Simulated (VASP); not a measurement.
Set up this calculation in VASP 6.6.1, as the native input.

```
Task                   : relaxation of cell and atoms
Functional             : PBE
Potentials or basis    : VASP PAW PBE potentials, release 64 (Li_sv, F)
Cutoff                 : 600 eV
k mesh                 : 6 × 6 × 4
Occupations            : gaussian, width 0.1 eV
Spin                   : no spin polarisation
Dipole correction      : no
Further INCAR settings : ALGO = Normal; EDIFF = 1e-06; IBRION = 2; EDIFFG = -0.04; NSW = 90; ISIF = 3
```

The structure of LiF lies in POSCAR:

```
LiF
1.0
    2.8430436600      0.0000000000      0.0000000000
   -1.4215218300      2.4621480400      0.0000000000
    0.0000000000      0.0000000000      6.2263572400
Li F
3 3
Direct
    0.0000000000      0.5000000000      0.1666666700
    0.5000000000      0.5000000000      0.8333333300
    0.5000000000      0.0000000000      0.5000000000
    0.5000000000      0.5000000000      0.3333333300
    0.5000000000      0.0000000000      0.0000000000
    0.0000000000      0.5000000000      0.6666666700
```

The cell was generated, and may not be a known phase.

The input as run:

INCAR

```
SYSTEM = LiF
ALGO = Normal
EDIFF = 1E-6
EDIFFG = -0.04
ENCUT = 600
GGA = PE
IBRION = 2
ISIF = 3
ISMEAR = 0
LASPH = .TRUE.
LCHARG = .FALSE.
LREAL = .FALSE.
LWAVE = .FALSE.
NELM = 100
NSW = 90
PREC = Accurate
SIGMA = 0.1
```

KPOINTS

```
k-points
0
G
  6 6 4
  0 0 0
```

Potentials or basis: VASP PAW PBE potentials, release 64 (Li_sv, F).

The run is started by

```console
$ cat potpaw_PBE.64/Li_sv/POTCAR potpaw_PBE.64/F/POTCAR > POTCAR
$ mpirun -np 1 vasp_std > vasp.out
```

Results of the run:

```
Relaxed volume                        : 9.24 Å³/atom
Relaxed cell                          : a = 2.967 Å, b = 2.967 Å, c = 7.267 Å, α = 90.00°, β = 90.00°, γ = 120.00°
Space group after relaxing (to 0.1 Å) : P6_222 (No. 180)
Energy gained by relaxing             : 176.3 meV/atom
Ionic steps                           : 8
Pressure after relaxing               : -0.1 GPa
Band gap on the k mesh                : 7.89 eV
```

Caveat: the k points lie up to 0.41 Å⁻¹ apart in the final cell; the cutoff is under 1.25 times the usual one of these potentials, so pressure, stress and relaxed cells hold a basis-set (Pulay) error; the volume moved by over 15 % at a fixed basis, so the end points are rough.

Run time: 2.3 min on 1 thread of Intel Xeon 8259CL, on a shared host, peak memory 0.17 GiB.
